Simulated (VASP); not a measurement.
# SrTiO3 (Pm-3m) in VASP: notebook

The runs below take SrTiO3 through single point, with PBE.

Everything below comes from runs of VASP 6.6.1. Logs are shortened: lines on timing, memory, paths and dates and some standing lists are left out, and cuts for length are marked.

## (1) The cell of the first run

The structure is cubic, space group Pm-3m (No. 221). Conventional cell: a = 3.918 Å, b = 3.918 Å, c = 3.918 Å, α = 90.00°, β = 90.00°, γ = 90.00°. Within 3.7 Å of Sr (site symmetry m-3m) lie 12 O at 2.77 Å and 8 Ti at 3.39 Å. Ti (site symmetry m-3m) has 6 O at 1.96 Å within 2.6 Å. O (site symmetry 4/mmm) has 2 Ti at 1.96 Å within 2.6 Å.

## (2) Single point, PBE (12.03 Å³/atom)

Input file INCAR:

```
SYSTEM = SrTiO3
PREC     = Accurate       ! precision mode
ENCUT    = 520            ! plane-wave cutoff, eV
EDIFF    = 1E-6           ! SCF threshold, eV
ISMEAR   = -1             ! smearing method
SIGMA    = 0.05           ! smearing width, eV
LREAL    = .FALSE.        ! projectors in reciprocal space
LASPH    = .TRUE.         ! aspherical terms in the spheres
NELM     = 80             ! most SCF steps
ALGO     = Normal         ! electronic algorithm
ISIF     = 2              ! what is computed and relaxed
LWAVE    = .FALSE.        ! write WAVECAR
LCHARG   = .FALSE.        ! write CHGCAR
GGA      = PE             ! functional
NBANDS   = 28             ! bands
```

Input file KPOINTS:

```
Automatic mesh
0
G
  7 7 7
  0 0 0
```

Input file POSCAR:

```
SrTiO3
1.0
    3.9179735172      0.0000000000      0.0000000000
    0.0000000000      3.9179735172      0.0000000000
    0.0000000000      0.0000000000      3.9179735172
Sr Ti O
1 1 3
Direct
    0.0000000000      0.0000000000      0.0000000000
    0.5000000000      0.5000000000      0.5000000000
    0.0000000000      0.5000000000      0.5000000000
    0.5000000000      0.0000000000      0.5000000000
    0.5000000000      0.5000000000      0.0000000000
```

Potentials or basis: VASP PAW PBE potentials, release 64 (Sr_sv, Ti_sv, O).

Started as:

```sh
cat potpaw_PBE.64/Sr_sv/POTCAR potpaw_PBE.64/Ti_sv/POTCAR potpaw_PBE.64/O/POTCAR > POTCAR
mpirun -np 1 vasp_std > vasp.out
```

OUTCAR:

```text
SYSTEM = SrTiO3
   PREC = Accurate
   ENCUT = 520
   EDIFF = 1E-6
   ISMEAR = -1
   LREAL = .FALSE.
   LASPH = .TRUE.
   NELM = 80
   ISIF = 2
   GGA = PE

 ion  position               nearest neighbor table
   1  0.000  0.000  0.000-   3 2.77   4 2.77   5 2.77   3 2.77   4 2.77   3 2.77   5 2.77   3 2.77
                             4 2.77   5 2.77   4 2.77   5 2.77   2 3.39   2 3.39   2 3.39   2 3.39
   2  0.500  0.500  0.500-   3 1.96   4 1.96   5 1.96   5 1.96   4 1.96   3 1.96   1 3.39   1 3.39
                             1 3.39   1 3.39   1 3.39   1 3.39   1 3.39   1 3.39
   3  0.000  0.500  0.500-   2 1.96   2 1.96   1 2.77   1 2.77   1 2.77   1 2.77
   4  0.500  0.000  0.500-   2 1.96   2 1.96   1 2.77   1 2.77   1 2.77   1 2.77
   5  0.500  0.500  0.000-   2 1.96   2 1.96   1 2.77   1 2.77   1 2.77   1 2.77

  LATTYP: Found a simple cubic cell.
 ALAT       =     3.9179735172

  Lattice vectors:

 A1 = (   3.9179735172,   0.0000000000,   0.0000000000)
 A2 = (   0.0000000000,   3.9179735172,   0.0000000000)
 A3 = (   0.0000000000,   0.0000000000,   3.9179735172)

Analysis of symmetry for initial positions (statically):
=====================================================================
 Subroutine PRICEL returns:
 Original cell was already a primitive cell.

 Routine SETGRP: Setting up the symmetry group for a
 simple cubic supercell.

 Subroutine GETGRP returns: Found 48 space group operations
 (whereof 48 operations were pure point group operations)
 out of a pool of 48 trial point group operations.

The static configuration has the point symmetry O_h .

Analysis of symmetry for dynamics (positions and initial velocities):
=====================================================================
 Subroutine PRICEL returns:
 Original cell was already a primitive cell.

 Routine SETGRP: Setting up the symmetry group for a
 simple cubic supercell.

 Subroutine GETGRP returns: Found 48 space group operations
 (whereof 48 operations were pure point group operations)
 out of a pool of 48 trial point group operations.

The dynamic configuration has the point symmetry O_h .

 Subroutine INISYM returns: Found 48 space group operations
 (whereof 48 operations are pure point group operations),
 and found     1 'primitive' translations

----------------------------------------------------------------------------------------

                                     Primitive cell

  volume of cell :      60.1429

  direct lattice vectors                    reciprocal lattice vectors
     3.917973517  0.000000000  0.000000000     0.255233987  0.000000000  0.000000000
     0.000000000  3.917973517  0.000000000     0.000000000  0.255233987  0.000000000
     0.000000000  0.000000000  3.917973517     0.000000000  0.000000000  0.255233987

  length of vectors
     3.917973517  3.917973517  3.917973517     0.255233987  0.255233987  0.255233987

  position of ions in fractional coordinates (direct lattice)
     0.000000000  0.000000000  0.000000000
     0.500000000  0.500000000  0.500000000
     0.000000000  0.500000000  0.500000000
     0.500000000  0.000000000  0.500000000
     0.500000000  0.500000000  0.000000000

  ion indices of the primitive-cell ions
   primitive index   ion index
                 1           1
                 2           2
                 3           3
                 4           4
                 5           5

----------------------------------------------------------------------------------------

 KPOINTS: Automatic mesh

Automatic generation of k-mesh.
 Grid dimensions read from file:
 generate k-points for:    7    7    7

 Generating k-lattice:

  Cartesian coordinates                     Fractional coordinates (reciprocal lattice)
     0.036461998  0.000000000  0.000000000     0.142857143  0.000000000  0.000000000
     0.000000000  0.036461998  0.000000000     0.000000000  0.142857143  0.000000000
     0.000000000  0.000000000  0.036461998     0.000000000  0.000000000  0.142857143

  Length of vectors
     0.036461998  0.036461998  0.036461998

  Shift w.r.t. Gamma in fractional coordinates (k-lattice)
     0.000000000  0.000000000  0.000000000

 Subroutine IBZKPT returns following result:
 ===========================================

 Found     20 irreducible k-points:

 Following reciprocal coordinates:
            Coordinates               Weight
  0.000000  0.000000  0.000000      1.000000
  0.142857  0.000000  0.000000      6.000000
  0.285714  0.000000  0.000000      6.000000
  0.428571  0.000000  0.000000      6.000000
  0.142857  0.142857  0.000000     12.000000
  0.285714  0.142857  0.000000     24.000000
[... 12 lines left out ...]
  0.428571  0.428571  0.285714     24.000000
  0.428571  0.428571  0.428571      8.000000
   k-points           NKPTS =     20   k-points in BZ     NKDIM =     20   number of bands    NBANDS=     28
   number of dos      NEDOS =    301   number of ions     NIONS =      5
   total plane-waves  NPLWV =  27000
   dimension x,y,z NGX =    30 NGY =   30 NGZ =   30
   dimension x,y,z NGXF=    60 NGYF=   60 NGZF=   60
   ions per type =               1   1   3
   NGX,Y,Z   is equivalent  to a cutoff of  12.73, 12.73, 12.73 a.u.
   NGXF,Y,Z  is equivalent  to a cutoff of  25.46, 25.46, 25.46 a.u.
 SYSTEM =  SrTiO3
   PREC   = accura    normal or accurate (medium, high low for compatibility)
   ISTART =      0    job   : 0-new  1-cont  2-samecut
   ICHARG =      2    charge: 1-file 2-atom 10-const
   ISPIN  =      1    spin polarized calculation?
   LNONCOLLINEAR =      F non collinear calculations
   LSORBIT =      F    spin-orbit coupling
   LASPH  =      T    aspherical Exc in radial PAW
   ENCUT  =  520.0 eV  38.22 Ry    6.18 a.u.   7.28  7.28  7.28*2*pi/ulx,y,z
   NELM   =     80;   NELMIN=  2; NELMDL= -5     # of ELM steps
   EDIFF  = 0.1E-05   stopping-criterion for ELM
   LREAL  =      F    real-space projection
   EDIFFG = 0.1E-04   stopping-criterion for IOM
   NSW    =      0    number of steps for IOM
   IBRION =     -1    ionic relax: 0-MD 1-quasi-New 2-CG
   NFREE  =      0    steps in history (QN), initial steepest desc. (CG)
   ISIF   =      2    stress and relaxation
   ISYM   =      2    0-nonsym 1-usesym 2-fastsym
   POTIM  = 0.5000    time-step for ionic-motion
   TEBEG  =    0.0;   TEEND  =   0.0 temperature during run
   PSTRESS=    0.0 pullay stress
   NELECT =      40.0000    total number of electrons
   NUPDOWN=      -1.0000    fix difference up-down
   EMIN   =  10.00;   EMAX   =-10.00  energy-range for DOS
   EFERMI =   0.00;   METHOD = LEGACY
   ISMEAR =    -1;   SIGMA  =   0.05  broadening in eV -4-tet -1-fermi 0-gaus
   EFERMI_NEDOS =   21; number of points for ismear=-14 and -15
   IALGO  =     38    algorithm
   IMIX   =      4    mixing-type and parameters
     AMIX     =   0.40;   BMIX     =  1.00
     AMIX_MAG =   1.60;   BMIX_MAG =  1.00
  volume/ion in A,a.u.               =      12.03        81.17
  Fermi-wavevector in a.u.,A,eV,Ry     =   1.429004  2.700425 27.783796  2.042051
  Thomas-Fermi vector in A             =   2.549004
   LORBIT       =      0    0 simple, 1 ext, 2 COOP (PROOUT), +10 PAW based schemes
   GGA     = PE    functional components
   LHFCALC =     F    Hartree Fock is set to
   AEXX    =    0.0000 exact exchange contribution
   IVDW    =     0    specifies the selected vdW correction
   LEPSILON=     F    determine dielectric tensor
   LRPA    =     F    only Hartree local field effects (RPA)
 non-spin polarized calculation
  energy-cutoff  :      520.00
  volume of cell :       60.14
 maximum number of plane-waves:      1647
 NGX is ok and might be reduce to    30
   NGX = 15   NGY = 15   NGZ = 15

 number of electron      39.9999998 magnetization

 Free energy of the ion-electron system (eV)
  ---------------------------------------------------
  ext. energy  EPLUGINS =         0.00000000
  ---------------------------------------------------
  free energy    TOTEN  =       -40.09220049 eV

  energy without entropy =      -40.09220049  energy(sigma->0) =      -40.09220049

 E-fermi :   5.0024     XC(G=0): -11.2185

 val. band max:        4.0200787409   @ k =   0.4286   0.4286   0.4286
 cond. band min:       5.9208861356   @ k =   0.0000   0.0000   0.0000
 fundamental gap:      1.9008073947
 Fermi energy:         5.0023690584

 k-point     1 :       0.0000    0.0000    0.0000
  band No.  band energies     occupation
      1     -52.4225      2.00000
      2     -28.7368      2.00000
      3     -28.6622      2.00000
      4     -28.6622      2.00000
      5     -28.6622      2.00000
      6     -13.3083      2.00000
[... 20 lines left out ...]
     27       9.4757      0.00000
     28      10.2078      0.00000

 k-point     2 :       0.1429    0.0000    0.0000
  band No.  band energies     occupation
      1     -52.4222      2.00000
      2     -28.7592      2.00000
      3     -28.6617      2.00000
      4     -28.6617      2.00000
      5     -28.6484      2.00000
      6     -13.3182      2.00000
[... 20 lines left out ...]
     27       9.8262      0.00000
     28      10.6882      0.00000

 k-point     3 :       0.2857    0.0000    0.0000
  band No.  band energies     occupation
      1     -52.4216      2.00000
      2     -28.7989      2.00000
      3     -28.6605      2.00000
      4     -28.6605      2.00000
      5     -28.6277      2.00000
      6     -13.4060      2.00000
[... 20 lines left out ...]
     27      10.6104      0.00000
     28      11.9668      0.00000

 k-point     4 :       0.4286    0.0000    0.0000
  band No.  band energies     occupation
      1     -52.4211      2.00000
      2     -28.8268      2.00000
      3     -28.6596      2.00000
      4     -28.6596      2.00000
      5     -28.6149      2.00000
      6     -13.5099      2.00000
[... 454 lines left out ...]
     27      12.0438      0.00000
     28      12.1071      0.00000

 k-point    19 :       0.4286    0.4286    0.2857
  band No.  band energies     occupation
      1     -52.4189      2.00000
      2     -28.7325      2.00000
      3     -28.7227      2.00000
      4     -28.6993      2.00000
      5     -28.6771      2.00000
      6     -12.4624      2.00000
[... 20 lines left out ...]
     27      11.8456      0.00000
     28      12.2085      0.00000

 k-point    20 :       0.4286    0.4286    0.4286
  band No.  band energies     occupation
      1     -52.4184      2.00000
      2     -28.7236      2.00000
      3     -28.7215      2.00000
      4     -28.7215      2.00000
      5     -28.6794      2.00000
      6     -12.1899      2.00000
[... 20 lines left out ...]
     27      12.1844      0.00000
     28      12.1844      0.00000

------------------------ aborting loop because EDIFF is reached ----------------------------------------

  FORCE on cell =-STRESS in cart. coord.  units (eV):
  Direction    XX          YY          ZZ          XY          YZ          ZX
  --------------------------------------------------------------------------------------
  -------------------------------------------------------------------------------------
  Total        1.1802724      1.1802724      1.1802724     -0.0000000      0.0000000      0.0000000
  in kB       31.4418688     31.4418688     31.4418688     -0.0000000      0.0000000      0.0000000
  external PRESSURE =      31.4418688 kB  Pullay stress =       0.0000000 kB

 VOLUME and BASIS-vectors are now :
 -----------------------------------------------------------------------------
  energy-cutoff  :      520.00
  volume of cell :       60.14
      direct lattice vectors                 reciprocal lattice vectors
     3.917973517  0.000000000  0.000000000     0.255233987  0.000000000  0.000000000
     0.000000000  3.917973517  0.000000000     0.000000000  0.255233987  0.000000000
     0.000000000  0.000000000  3.917973517     0.000000000  0.000000000  0.255233987

 POSITION                                       TOTAL-FORCE (eV/Angst)
 -----------------------------------------------------------------------------------
      0.00000      0.00000      0.00000         0.000000      0.000000      0.000000
      1.95899      1.95899      1.95899         0.000000      0.000000      0.000000
      0.00000      1.95899      1.95899         0.000000      0.000000      0.000000
      1.95899      0.00000      1.95899         0.000000      0.000000      0.000000
      1.95899      1.95899      0.00000         0.000000      0.000000      0.000000
 -----------------------------------------------------------------------------------
    total drift:                                0.000000      0.000000     -0.000000

  FREE ENERGIE OF THE ION-ELECTRON SYSTEM (eV)
  ---------------------------------------------------
  free  energy   TOTEN  =       -40.0922004924 eV

  energy  without entropy=      -40.0922004915  energy(sigma->0) =      -40.09220049
```

Run time: 47 s. Hardware: 1 thread of Intel Xeon Platinum 8175M at 2.50GHz (Skylake/Cascade Lake), shared host; peak memory 0.19 GiB.

Results:

```
Free energy            : -40.0922 eV
Pressure               : 3.1 GPa
Band gap on the k mesh : 1.90 eV (least direct gap 2.20 eV)
```

Levels at points of the mesh, in eV from the valence-band top:
| k point | band 18 | band 19 | band 20 | band 21 | band 22 | band 23 |
| --- | --- | --- | --- | --- | --- | --- |
| (0.00, 0.00, 0.00) | -0.30 | -0.30 | -0.30 | 1.90 | 1.90 | 1.90 |

Caveat: the cell stands under pressure; an odd mesh through Γ misses points on the zone boundary, where band edges can lie.

## (3) Single point, PBE (12.39 Å³/atom)

This run uses another cell than the first one, of 12.39 Å³/atom.

INCAR, as its differences from that of step 2:

```diff
@@ -3,3 +3,3 @@
 ENCUT    = 520            ! plane-wave cutoff, eV
-EDIFF    = 1E-6           ! SCF threshold, eV
+EDIFF    = 1E-7           ! SCF threshold, eV
 ISMEAR   = -1             ! smearing method
```

KPOINTS is that of step 2.

POSCAR, as its differences from that of step 2:

```diff
@@ -2,5 +2,5 @@
 1.0
-    3.9179735172      0.0000000000      0.0000000000
-    0.0000000000      3.9179735172      0.0000000000
-    0.0000000000      0.0000000000      3.9179735172
+    3.9563874719      0.0000000000      0.0000000000
+    0.0000000000      3.9563874719      0.0000000000
+    0.0000000000      0.0000000000      3.9563874719
 Sr Ti O
```

Potentials or basis: VASP PAW PBE potentials, release 64 (Sr_sv, Ti_sv, O).

Started as:

```sh
cat potpaw_PBE.64/Sr_sv/POTCAR potpaw_PBE.64/Ti_sv/POTCAR potpaw_PBE.64/O/POTCAR > POTCAR
mpirun -np 1 vasp_std > vasp.out
```

Run time: 53 s. Hardware: 1 thread of Intel Xeon Platinum 8175M at 2.50GHz (Skylake/Cascade Lake), shared host; peak memory 0.19 GiB.

The run converged. Its results:

```
Free energy            : -40.1004 eV
Pressure               : -1.9 GPa
Band gap on the k mesh : 1.84 eV (least direct gap 2.16 eV)
```

Levels at points of the mesh, in eV from the valence-band top:
```csv
k point,band 16,band 17,band 18,band 19,band 20,band 21,band 22,band 23,band 24,band 25
"(0.00, 0.00, 0.00)",-1.04,-1.04,-0.31,-0.31,-0.31,1.84,1.84,1.84,4.09,4.09
```

Caveat: an odd mesh through Γ misses points on the zone boundary, where band edges can lie.
